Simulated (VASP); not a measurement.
YIn, 2 atoms in the cell. Symmetry: Pm-3m, No. 221, cubic system. The conventional cell has a = 3.810 Å, b = 3.810 Å, c = 3.810 Å, α = 90.00°, β = 90.00°, γ = 90.00°. Within 4.3 Å of Y (site symmetry m-3m) lie 8 In at 3.30 Å and 6 Y at 3.81 Å. Within 4.3 Å of In (site symmetry m-3m) lie 8 Y at 3.30 Å and 6 In at 3.81 Å. 

| Item | Value |
| --- | --- |
| Program | VASP 6.6.1 |
| Task | relaxation of cell and atoms |
| Functional | PBEsol |
| Dispersion | D3(BJ) |
| Potentials or basis | VASP PAW PBE potentials, release 64 (Y_sv, In_d) |
| Cutoff | 600 eV |
| k mesh | 6 × 6 × 6 |
| Occupations | methfessel-paxton, width 0.1 eV |
| Spin | no spin polarisation |
| Dipole correction | no |
| Further INCAR settings | ALGO = Normal; EDIFF = 1e-07; IBRION = 2; EDIFFG = -0.005; NSW = 50; ISIF = 3 |

Potentials or basis: VASP PAW PBE potentials, release 64 (Y_sv, In_d).

The run is started by

```bash
$ cat potpaw_PBE.64/Y_sv/POTCAR potpaw_PBE.64/In_d/POTCAR > POTCAR
$ mpirun -np 1 vasp_std > vasp.out
```

Hardware: 1 thread of Intel Xeon 8259CL, with other jobs on the host.

Q: Estimate the wall time of this run.

A: It took 6 min on 1 thread of Intel Xeon 8259CL, with other jobs on the host, peak memory 0.21 GiB. Counts: scf iterations 100, k points 20, ion steps 16.
